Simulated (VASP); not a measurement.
# B4N3 in VASP: a series of runs, part 2 of 2

VASP 6.6.1. Earlier steps stand in the parts before.

**3. Single point, PBE**

This run uses another cell than the first one, of 6.70 Å³/atom, 0.998 times its volume.

Input file INCAR:

```
SYSTEM = B4N3
PREC = Accurate ; ENCUT = 520
EDIFF = 1E-7 ; ISMEAR = 0
SIGMA = 0.2 ; LREAL = .FALSE.
LASPH = .TRUE. ; NELM = 80
ALGO = Normal ; ISIF = 2
LWAVE = .FALSE. ; LCHARG = .FALSE.
GGA = PE ; NBANDS = 22
```

Input file KPOINTS:

```
Automatic mesh
0
G
  6 6 6
  0 0 0
```

Input file POSCAR:

```
B4N3
1.0
    3.6060215017      0.0000220966     -0.0001889280
    0.0000223915      3.6059383011     -0.0002004370
   -0.0001835236     -0.0001974406      3.6058303181
B N
4 3
Direct
    0.7385607279      0.2614969017      0.7385326129
    0.2615045825      0.7385579640      0.7385244746
    0.7384746287      0.7384798046      0.2615468108
    0.2614353974      0.2614353493      0.2613989205
    0.5000051642      0.5000066360     -0.0000018682
    0.5000049360      0.0000172625      0.4999996018
    0.0000145633      0.5000060820      0.4999994478
```

Potentials or basis: VASP PAW PBE potentials, release 64 (B, N).

Started as:

```bash
$ cat potpaw_PBE.64/B/POTCAR potpaw_PBE.64/N/POTCAR > POTCAR
$ mpirun -np 1 vasp_std > vasp.out
```

OUTCAR:

```text
SYSTEM = B4N3
   PREC = Accurate
   ENCUT = 520
   EDIFF = 1E-7
   ISMEAR = 0
   LREAL = .FALSE.
   LASPH = .TRUE.
   NELM = 80
   ISIF = 2
   GGA = PE

 ion  position               nearest neighbor table
   1  0.739  0.261  0.739-   6 1.54   5 1.54   7 1.54
   2  0.262  0.739  0.739-   7 1.54   5 1.54   6 1.54
   3  0.738  0.738  0.262-   5 1.54   6 1.54   7 1.54
   4  0.261  0.261  0.261-   6 1.54   7 1.54   5 1.54
   5  0.500  0.500  1.000-   3 1.54   2 1.54   1 1.54   4 1.54
   6  0.500  0.000  0.500-   3 1.54   1 1.54   2 1.54   4 1.54
   7  0.000  0.500  0.500-   3 1.54   2 1.54   1 1.54   4 1.54

  LATTYP: Found a base centered monoclinic cell.
 ALAT       =    15.2990497326
 B/A-ratio  =     0.3333275147
 C/A-ratio  =     0.2356898233
 COS(beta)  =    -0.9428096458

  Lattice vectors:

 A1 = (   3.6063885489,   0.0004169778,  -7.2118495642)
 A2 = (   0.0003894387,   3.6063331823,  -7.2118610732)
 A3 = (  -0.0001835236,  -0.0001974406,   3.6058303181)

Analysis of symmetry for initial positions (statically):
=====================================================================
 Subroutine PRICEL returns:
 Original cell was already a primitive cell.

 Routine SETGRP: Setting up the symmetry group for a
 base centered monoclinic supercell.

 Subroutine GETGRP returns: Found  2 space group operations
 (whereof  2 operations were pure point group operations)
 out of a pool of  4 trial point group operations.

The static configuration has the point symmetry C_1h.

Analysis of symmetry for dynamics (positions and initial velocities):
=====================================================================
 Subroutine PRICEL returns:
 Original cell was already a primitive cell.

 Routine SETGRP: Setting up the symmetry group for a
 base centered monoclinic supercell.

 Subroutine GETGRP returns: Found  2 space group operations
 (whereof  2 operations were pure point group operations)
 out of a pool of  4 trial point group operations.

The dynamic configuration has the point symmetry C_1h.

 Subroutine INISYM returns: Found  2 space group operations
 (whereof  2 operations are pure point group operations),
 and found     1 'primitive' translations

----------------------------------------------------------------------------------------

                                     Primitive cell

  volume of cell :      46.8869

  direct lattice vectors                    reciprocal lattice vectors
     3.606021502  0.000022097 -0.000188928     0.277313932 -0.000001721  0.000014114
     0.000022392  3.605938301 -0.000200437    -0.000001699  0.277320331  0.000015185
    -0.000183524 -0.000197441  3.605830318     0.000014530  0.000015415  0.277328637

  length of vectors
     3.606021507  3.605938307  3.605830328     0.277313933  0.277320331  0.277328637

  position of ions in fractional coordinates (direct lattice)
     0.738560728  0.261496902  0.738532613
     0.261504583  0.738557964  0.738524475
     0.738474629  0.738479805  0.261546811
     0.261435397  0.261435349  0.261398920
     0.500005164  0.500006636  0.999998132
     0.500004936  0.000017263  0.499999602
     0.000014563  0.500006082  0.499999448

  ion indices of the primitive-cell ions
[... 29 lines left out ...]

 Subroutine IBZKPT returns following result:
 ===========================================

 Found     68 irreducible k-points:

 Following reciprocal coordinates:
            Coordinates               Weight
  0.000000  0.000000  0.000000      1.000000
  0.166667 -0.000000  0.000000      4.000000
  0.333333 -0.000000  0.000000      4.000000
  0.500000  0.000000  0.000000      2.000000
  0.166667  0.166667  0.000000      2.000000
  0.333333  0.166667  0.000000      4.000000
[... 16 lines left out ...]
 -0.333333  0.166667  0.166667      4.000000
 -0.166667  0.166667  0.166667      4.000000
 [... further k-points ...]
   k-points           NKPTS =     68   k-points in BZ     NKDIM =     68   number of bands    NBANDS=     22
   number of dos      NEDOS =    301   number of ions     NIONS =      7
   total plane-waves  NPLWV =  21952
   dimension x,y,z NGX =    28 NGY =   28 NGZ =   28
   dimension x,y,z NGXF=    56 NGYF=   56 NGZF=   56
   ions per type =               4   3
   NGX,Y,Z   is equivalent  to a cutoff of  12.91, 12.91, 12.91 a.u.
   NGXF,Y,Z  is equivalent  to a cutoff of  25.82, 25.82, 25.82 a.u.
 SYSTEM =  B4N3
   PREC   = accura    normal or accurate (medium, high low for compatibility)
   ISTART =      0    job   : 0-new  1-cont  2-samecut
   ICHARG =      2    charge: 1-file 2-atom 10-const
   ISPIN  =      1    spin polarized calculation?
   LNONCOLLINEAR =      F non collinear calculations
   LSORBIT =      F    spin-orbit coupling
   LASPH  =      T    aspherical Exc in radial PAW
   ENCUT  =  520.0 eV  38.22 Ry    6.18 a.u.   6.70  6.70  6.70*2*pi/ulx,y,z
   NELM   =     80;   NELMIN=  2; NELMDL= -5     # of ELM steps
   EDIFF  = 0.1E-06   stopping-criterion for ELM
   LREAL  =      F    real-space projection
   EDIFFG = 0.1E-05   stopping-criterion for IOM
   NSW    =      0    number of steps for IOM
   IBRION =     -1    ionic relax: 0-MD 1-quasi-New 2-CG
   NFREE  =      0    steps in history (QN), initial steepest desc. (CG)
   ISIF   =      2    stress and relaxation
   ISYM   =      2    0-nonsym 1-usesym 2-fastsym
   POTIM  = 0.5000    time-step for ionic-motion
   TEBEG  =    0.0;   TEEND  =   0.0 temperature during run
   PSTRESS=    0.0 pullay stress
   NELECT =      27.0000    total number of electrons
   NUPDOWN=      -1.0000    fix difference up-down
   EMIN   =  10.00;   EMAX   =-10.00  energy-range for DOS
   EFERMI =   0.00;   METHOD = LEGACY
   ISMEAR =     0;   SIGMA  =   0.20  broadening in eV -4-tet -1-fermi 0-gaus
   EFERMI_NEDOS =   21; number of points for ismear=-14 and -15
   IALGO  =     38    algorithm
   IMIX   =      4    mixing-type and parameters
     AMIX     =   0.40;   BMIX     =  1.00
     AMIX_MAG =   1.60;   BMIX_MAG =  1.00
  volume/ion in A,a.u.               =       6.70        45.20
  Fermi-wavevector in a.u.,A,eV,Ry     =   1.362005  2.573817 25.239601  1.855058
  Thomas-Fermi vector in A             =   2.488532
   LORBIT       =      0    0 simple, 1 ext, 2 COOP (PROOUT), +10 PAW based schemes
   GGA     = PE    functional components
   LHFCALC =     F    Hartree Fock is set to
   AEXX    =    0.0000 exact exchange contribution
   IVDW    =     0    specifies the selected vdW correction
   LEPSILON=     F    determine dielectric tensor
   LRPA    =     F    only Hartree local field effects (RPA)
 non-spin polarized calculation
 Gauss-broadening in eV      SIGMA  =   0.20
  energy-cutoff  :      520.00
  volume of cell :       46.89
 maximum number of plane-waves:      1328
   NGX = 13   NGY = 13   NGZ = 13

 number of electron      27.0000000 magnetization

 Free energy of the ion-electron system (eV)
  ---------------------------------------------------
  ext. energy  EPLUGINS =         0.00000000
  ---------------------------------------------------
  free energy    TOTEN  =       -54.66128362 eV

  energy without entropy =      -54.64860471  energy(sigma->0) =      -54.65494416

 E-fermi :   9.5316     XC(G=0): -12.2072

 val. band max:        9.1825834127   @ k =   0.3333  -0.0000   0.3333
 cond. band min:       9.6422552791   @ k =   0.3333   0.0000   0.1667
 fundamental gap:      0.4596718664
 Fermi energy:         9.5315920189

 k-point     1 :       0.0000    0.0000    0.0000
  band No.  band energies     occupation
      1     -13.8728      2.00000
      2      -9.2091      2.00000
      3      -9.2088      2.00000
      4      -2.6107      2.00000
      5      -2.6107      2.00000
      6      -2.6102      2.00000
[... 589 lines left out ...]
     21      16.1461      0.00000
     22      16.5043      0.00000

 [... further k-points ...]
[... 5 lines left out ...]
  --------------------------------------------------------------------------------------
  -------------------------------------------------------------------------------------
  Total        0.0574696      0.0574669      0.0613046     -0.0002722      0.0026565      0.0026572
  in kB        1.9637986      1.9637073      2.0948437     -0.0093013      0.0907769      0.0907993
  external PRESSURE =       2.0074499 kB  Pullay stress =       0.0000000 kB

 VOLUME and BASIS-vectors are now :
 -----------------------------------------------------------------------------
  energy-cutoff  :      520.00
  volume of cell :       46.89
      direct lattice vectors                 reciprocal lattice vectors
     3.606021502  0.000022097 -0.000188928     0.277313932 -0.000001721  0.000014114
     0.000022392  3.605938301 -0.000200437    -0.000001699  0.277320331  0.000015185
    -0.000183524 -0.000197441  3.605830318     0.000014530  0.000015415  0.277328637

 POSITION                                       TOTAL-FORCE (eV/Angst)
 -----------------------------------------------------------------------------------
      2.66314      0.94281      2.66283         0.003828     -0.004023      0.004029
      0.94287      2.66305      2.66280        -0.004023      0.003828      0.004029
      2.66292      2.66288      0.94281         0.004101      0.004101     -0.004261
      0.94270      0.94267      0.94246        -0.003833     -0.003833     -0.003769
      1.80286      1.80281      3.60563        -0.000062     -0.000062      0.000016
      1.80294     -0.00003      1.80282        -0.000022      0.000011     -0.000022
     -0.00003      1.80289      1.80281         0.000011     -0.000022     -0.000022
 -----------------------------------------------------------------------------------
    total drift:                                0.002502     -0.002461     -0.000057

  FREE ENERGIE OF THE ION-ELECTRON SYSTEM (eV)
  ---------------------------------------------------
  free  energy   TOTEN  =       -54.6612836182 eV

  energy  without entropy=      -54.6486047056  energy(sigma->0) =      -54.65494416
```

Wall time 31 s (1 thread of Intel Xeon 6975P-C (Granite Rapids), shared host); peak memory 0.18 GiB.

Results:

| Item | Value |
| --- | --- |
| Free energy | -54.6613 eV |
| Pressure | 0.2 GPa |
| Largest force | 0.007 eV/Å |

Forces on the atoms (eV/Å):
```
B    0.004 -0.004  0.004
B   -0.004  0.004  0.004
B    0.004  0.004 -0.004
B   -0.004 -0.004 -0.004
N    0.000  0.000  0.000
N    0.000  0.000  0.000
N    0.000  0.000  0.000
```
